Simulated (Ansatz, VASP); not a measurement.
One calculation of Sc3Al, two programs

```
CELL_PARAMETERS angstrom
6.23672 0.00000 0.00000
-3.11836 5.40116 0.00000
0.00000 0.00000 4.97800
ATOMIC_POSITIONS crystal
Sc 0.82812 0.17188 0.75000
Sc 0.34376 0.17188 0.75000
Sc 0.82812 0.65624 0.75000
Sc 0.17188 0.82812 0.25000
Sc 0.65624 0.82812 0.25000
Sc 0.17188 0.34376 0.25000
Al 0.66667 0.33333 0.25000
Al 0.33333 0.66667 0.75000
```

Alike in both runs: task single point; functional PBEsol; k mesh 6 × 6 × 8; occupations gaussian, width 0.1 eV; no spin polarisation.

|  | VASP | Ansatz |
| --- | --- | --- |
| version | VASP 6.6.1 | Ansatz 0.2.0 |
| potentials or method | VASP PAW PBE potentials, release 64 (Sc_sv, Al), cutoff 520 eV | scalar-relativistic, plane waves, PAW |
| valence electrons in the cell | 72 | 72 |

Ansatz gave:

- gap on the k mesh at the Fermi level (eV): none
- pressure (GPa): 0.0

Q: What did VASP give for the same quantities?

A: gap on the k mesh at the Fermi level (eV): none; pressure (GPa): 0.1.

VASP's potentials were made for PBE, not for PBEsol. A gap of «none» marks a metal or a gap that the smearing closes. With one functional, cell and mesh, what is left measures potentials, basis and numerics.
